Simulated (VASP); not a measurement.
# HfC (Fm-3m) in VASP: a series of runs

Runs on HfC. Level: PBE. Tasks: single point.

Program: VASP 6.6.1. These are calculated values, not measurements. Logs are shortened: lines on timing, memory, paths and dates and some standing lists are left out, and cuts for length are marked.

### 1 The cell of the first run

It takes space group Fm-3m (No. 225, cubic). The conventional cell has a = 4.492 Å, b = 4.492 Å, c = 4.492 Å, α = 90.00°, β = 90.00°, γ = 90.00°. Within 3.0 Å of Hf (site symmetry m-3m) lie 6 C at 2.25 Å. C (site symmetry m-3m) has 6 Hf at 2.25 Å within 3.0 Å.

### 2 Single point, PBE

INCAR

```
SYSTEM = HfC
PREC = Accurate
ENCUT = 520
EDIFF = 1E-6
ISMEAR = -1
SIGMA = 0.05
LREAL = .False.
LASPH = .True.
NELM = 60
ALGO = Normal
ISIF = 2
LWAVE = .False.
LCHARG = .False.
GGA = PE
NBANDS = 14
```

KPOINTS

```
regular mesh
0
Gamma
  10 10 10
  0 0 0
```

POSCAR

```
HfC
1.0
    0.0000000000      2.2462340137      2.2462340137
    2.2462340137      0.0000000000      2.2462340137
    2.2462340137      2.2462340137      0.0000000000
Hf C
1 1
Direct
    0.5000000000      0.5000000000      0.5000000000
    0.0000000000      0.0000000000      0.0000000000
```

Potentials or basis: VASP PAW PBE potentials, release 64 (Hf_pv, C).

Run with:

```sh
> cat potpaw_PBE.64/Hf_pv/POTCAR potpaw_PBE.64/C/POTCAR > POTCAR
> mpirun -np 1 vasp_std > vasp.out
```

OUTCAR:

```text
SYSTEM = HfC
   PREC = Accurate
   ENCUT = 520
   EDIFF = 1E-6
   ISMEAR = -1
   LREAL = .False.
   LASPH = .True.
   NELM = 60
   ISIF = 2
   GGA = PE

 ion  position               nearest neighbor table
   1  0.500  0.500  0.500-   2 2.25   2 2.25   2 2.25   2 2.25   2 2.25   2 2.25
   2  0.000  0.000  0.000-   1 2.25   1 2.25   1 2.25   1 2.25   1 2.25   1 2.25

  LATTYP: Found a face centered cubic cell.
 ALAT       =     4.4924680274

  Lattice vectors:

 A1 = (   0.0000000000,   2.2462340137,   2.2462340137)
 A2 = (   2.2462340137,   0.0000000000,   2.2462340137)
 A3 = (   2.2462340137,   2.2462340137,   0.0000000000)

Analysis of symmetry for initial positions (statically):
=====================================================================
 Subroutine PRICEL returns:
 Original cell was already a primitive cell.

 Routine SETGRP: Setting up the symmetry group for a
 face centered cubic supercell.

 Subroutine GETGRP returns: Found 48 space group operations
 (whereof 48 operations were pure point group operations)
 out of a pool of 48 trial point group operations.

The static configuration has the point symmetry O_h .

Analysis of symmetry for dynamics (positions and initial velocities):
=====================================================================
 Subroutine PRICEL returns:
 Original cell was already a primitive cell.

 Routine SETGRP: Setting up the symmetry group for a
 face centered cubic supercell.

 Subroutine GETGRP returns: Found 48 space group operations
 (whereof 48 operations were pure point group operations)
 out of a pool of 48 trial point group operations.

The dynamic configuration has the point symmetry O_h .

 Subroutine INISYM returns: Found 48 space group operations
 (whereof 48 operations are pure point group operations),
 and found     1 'primitive' translations

----------------------------------------------------------------------------------------

                                     Primitive cell

  volume of cell :      22.6670

  direct lattice vectors                    reciprocal lattice vectors
     0.000000000  2.246234014  2.246234014    -0.222594795  0.222594795  0.222594795
     2.246234014  0.000000000  2.246234014     0.222594795 -0.222594795  0.222594795
     2.246234014  2.246234014  0.000000000     0.222594795  0.222594795 -0.222594795

  length of vectors
     3.176654606  3.176654606  3.176654606     0.385545495  0.385545495  0.385545495

  position of ions in fractional coordinates (direct lattice)
     0.500000000  0.500000000  0.500000000
     0.000000000  0.000000000  0.000000000

  ion indices of the primitive-cell ions
   primitive index   ion index
                 1           1
                 2           2

----------------------------------------------------------------------------------------

 KPOINTS: regular mesh

Automatic generation of k-mesh.
 Grid dimensions read from file:
 generate k-points for:   10   10   10

 Generating k-lattice:

  Cartesian coordinates                     Fractional coordinates (reciprocal lattice)
    -0.022259480  0.022259480  0.022259480     0.100000000  0.000000000  0.000000000
     0.022259480 -0.022259480  0.022259480     0.000000000  0.100000000  0.000000000
     0.022259480  0.022259480 -0.022259480     0.000000000  0.000000000  0.100000000

  Length of vectors
     0.038554549  0.038554549  0.038554549

  Shift w.r.t. Gamma in fractional coordinates (k-lattice)
     0.000000000  0.000000000  0.000000000

 Subroutine IBZKPT returns following result:
 ===========================================

 Found     47 irreducible k-points:

 Following reciprocal coordinates:
            Coordinates               Weight
  0.000000  0.000000  0.000000      1.000000
  0.100000  0.000000  0.000000      8.000000
  0.200000  0.000000  0.000000      8.000000
  0.300000  0.000000  0.000000      8.000000
  0.400000  0.000000  0.000000      8.000000
  0.500000  0.000000  0.000000      4.000000
[... 16 lines left out ...]
  0.300000  0.300000  0.000000      6.000000
  0.400000  0.300000  0.000000     24.000000
 [... further k-points ...]
   k-points           NKPTS =     47   k-points in BZ     NKDIM =     47   number of bands    NBANDS=     14
   number of dos      NEDOS =    301   number of ions     NIONS =      2
   total plane-waves  NPLWV =  13824
   dimension x,y,z NGX =    24 NGY =   24 NGZ =   24
   dimension x,y,z NGXF=    48 NGYF=   48 NGZF=   48
   ions per type =               1   1
   NGX,Y,Z   is equivalent  to a cutoff of  12.56, 12.56, 12.56 a.u.
   NGXF,Y,Z  is equivalent  to a cutoff of  25.12, 25.12, 25.12 a.u.
 SYSTEM =  HfC
   PREC   = accura    normal or accurate (medium, high low for compatibility)
   ISTART =      0    job   : 0-new  1-cont  2-samecut
   ICHARG =      2    charge: 1-file 2-atom 10-const
   ISPIN  =      1    spin polarized calculation?
   LNONCOLLINEAR =      F non collinear calculations
   LSORBIT =      F    spin-orbit coupling
   LASPH  =      T    aspherical Exc in radial PAW
   ENCUT  =  520.0 eV  38.22 Ry    6.18 a.u.   5.91  5.91  5.91*2*pi/ulx,y,z
   NELM   =     60;   NELMIN=  2; NELMDL= -5     # of ELM steps
   EDIFF  = 0.1E-05   stopping-criterion for ELM
   LREAL  =      F    real-space projection
   EDIFFG = 0.1E-04   stopping-criterion for IOM
   NSW    =      0    number of steps for IOM
   IBRION =     -1    ionic relax: 0-MD 1-quasi-New 2-CG
   NFREE  =      0    steps in history (QN), initial steepest desc. (CG)
   ISIF   =      2    stress and relaxation
   ISYM   =      2    0-nonsym 1-usesym 2-fastsym
   POTIM  = 0.5000    time-step for ionic-motion
   TEBEG  =    0.0;   TEEND  =   0.0 temperature during run
   PSTRESS=    0.0 pullay stress
   NELECT =      14.0000    total number of electrons
   NUPDOWN=      -1.0000    fix difference up-down
   EMIN   =  10.00;   EMAX   =-10.00  energy-range for DOS
   EFERMI =   0.00;   METHOD = LEGACY
   ISMEAR =    -1;   SIGMA  =   0.05  broadening in eV -4-tet -1-fermi 0-gaus
   EFERMI_NEDOS =   21; number of points for ismear=-14 and -15
   IALGO  =     38    algorithm
   IMIX   =      4    mixing-type and parameters
     AMIX     =   0.40;   BMIX     =  1.00
     AMIX_MAG =   1.60;   BMIX_MAG =  1.00
  volume/ion in A,a.u.               =      11.33        76.48
  Fermi-wavevector in a.u.,A,eV,Ry     =   1.394181  2.634620 26.446199  1.943741
  Thomas-Fermi vector in A             =   2.517755
   LORBIT       =      0    0 simple, 1 ext, 2 COOP (PROOUT), +10 PAW based schemes
   GGA     = PE    functional components
[... 5 lines left out ...]
 non-spin polarized calculation
  energy-cutoff  :      520.00
  volume of cell :       22.67
 maximum number of plane-waves:       620
   NGX = 11   NGY = 11   NGZ = 11

 number of electron      13.9999999 magnetization

 Free energy of the ion-electron system (eV)
  ---------------------------------------------------
  ext. energy  EPLUGINS =         0.00000000
  ---------------------------------------------------
  free energy    TOTEN  =       -20.83613439 eV

  energy without entropy =      -20.83374208  energy(sigma->0) =      -20.83493824

 E-fermi :   6.7897     XC(G=0): -12.8052

 val. band max:        6.7314958091   @ k =   0.1000   0.0000   0.0000
 cond. band min:       6.8049352364   @ k =   0.5000   0.5000   0.0000
 fundamental gap:      0.0734394274
 Fermi energy:         6.7896637341

 k-point     1 :       0.0000    0.0000    0.0000
  band No.  band energies     occupation
      1     -22.2883      2.00000
      2     -22.2883      2.00000
      3     -22.2883      2.00000
      4      -6.0558      2.00000
      5       7.8316      0.00000
      6       7.8316      0.00000
      7       7.8316      0.00000
      8       8.1865      0.00000
      9       8.1865      0.00000
     10       8.1865      0.00000
     11      10.4917      0.00000
     12      10.4917      0.00000
     13      14.8776      0.00000
     14      18.0791      0.00000

 k-point     2 :       0.1000    0.0000    0.0000
  band No.  band energies     occupation
      1     -22.3919      2.00000
      2     -22.2975      2.00000
      3     -22.2975      2.00000
      4      -5.7607      2.00000
      5       6.3526      1.99968
      6       6.7315      1.52389
      7       6.7315      1.52388
      8       8.6476      0.00000
      9       8.6476      0.00000
     10       9.0708      0.00000
     11      11.7212      0.00000
     12      11.7212      0.00000
     13      15.4010      0.00000
     14      18.8741      0.00000

 k-point     3 :       0.2000    0.0000    0.0000
  band No.  band energies     occupation
      1     -22.6535      2.00000
      2     -22.3215      2.00000
      3     -22.3215      2.00000
      4      -4.9456      2.00000
      5       4.4835      2.00000
      6       5.3608      2.00000
      7       5.3608      2.00000
      8       9.4875      0.00000
      9       9.4875      0.00000
     10       9.6923      0.00000
     11      13.9527      0.00000
     12      13.9527      0.00000
     13      16.5083      0.00000
     14      20.8044      0.00000
[... 324 lines left out ...]
 k-point    23 :       0.3000    0.3000    0.0000
  band No.  band energies     occupation
      1     -22.8883      2.00000
      2     -22.5094      2.00000
      3     -22.5094      2.00000
      4      -4.0268      2.00000
      5       2.7337      2.00000
      6       5.5433      2.00000
      7       6.3902      1.99932
      8       6.3902      1.99932
      9      11.8227      0.00000
     10      13.4668      0.00000
     11      13.4668      0.00000
     12      15.3453      0.00000
     13      20.4569      0.00000
     14      21.1238      0.00000

 k-point    24 :       0.4000    0.3000    0.0000
  band No.  band energies     occupation
      1     -23.0087      2.00000
      2     -22.5752      2.00000
      3     -22.5443      2.00000
      4      -3.7900      2.00000
      5       2.9106      2.00000
      6       4.7395      2.00000
      7       6.0560      2.00000
      8       6.9880      0.03716
      9      12.7688      0.00000
     10      13.9462      0.00000
     11      14.0751      0.00000
     12      16.3093      0.00000
     13      19.9731      0.00000
     14      20.5997      0.00000

 [... further k-points ...]
[... 5 lines left out ...]
  --------------------------------------------------------------------------------------
  -------------------------------------------------------------------------------------
  Total        4.2182975      4.2182975      4.2182975      0.0000000      0.0000000     -0.0000000
  in kB      298.1623465    298.1623465    298.1623465      0.0000000      0.0000000     -0.0000000
  external PRESSURE =     298.1623465 kB  Pullay stress =       0.0000000 kB

 VOLUME and BASIS-vectors are now :
 -----------------------------------------------------------------------------
  energy-cutoff  :      520.00
  volume of cell :       22.67
      direct lattice vectors                 reciprocal lattice vectors
     0.000000000  2.246234014  2.246234014    -0.222594795  0.222594795  0.222594795
     2.246234014  0.000000000  2.246234014     0.222594795 -0.222594795  0.222594795
     2.246234014  2.246234014  0.000000000     0.222594795  0.222594795 -0.222594795

 POSITION                                       TOTAL-FORCE (eV/Angst)
 -----------------------------------------------------------------------------------
      2.24623      2.24623      2.24623         0.000000     -0.000000      0.000000
      0.00000      0.00000      0.00000        -0.000000      0.000000     -0.000000
 -----------------------------------------------------------------------------------
    total drift:                                0.000000     -0.000000      0.000000

  FREE ENERGIE OF THE ION-ELECTRON SYSTEM (eV)
  ---------------------------------------------------
  free  energy   TOTEN  =       -20.8361343929 eV

  energy  without entropy=      -20.8337420850  energy(sigma->0) =      -20.83493824
```

Run time: 13 s. Hardware: 1 thread of Intel Xeon Platinum 8259CL at 2.50GHz (Skylake/Cascade Lake), shared host; peak memory 0.14 GiB.

What came out:

- Free energy: -20.8361 eV
- Pressure: 29.8 GPa
- Band gap on the k mesh: zero (band 7 reaches 7.83 eV, above the bottom of band 8 at 6.39 eV)

Levels at points of the mesh, in eV from the Fermi level:
```tsv
k point	band 4	band 5	band 6	band 7	band 8	band 9	band 10	band 11
(0.00, 0.00, 0.00)	-12.85	1.04	1.04	1.04	1.40	1.40	1.40	3.70
(0.50, 0.00, 0.00)	-8.44	-6.64	-3.37	-3.37	5.92	5.92	6.45	7.07
(0.50, 0.50, 0.00)	-10.92	-2.45	-2.17	0.02	0.02	5.92	7.59	7.59
```

Caveat: spin-orbit coupling is left out, which moves the levels of the heavy elements.

(Continued in part 2 of 3.)
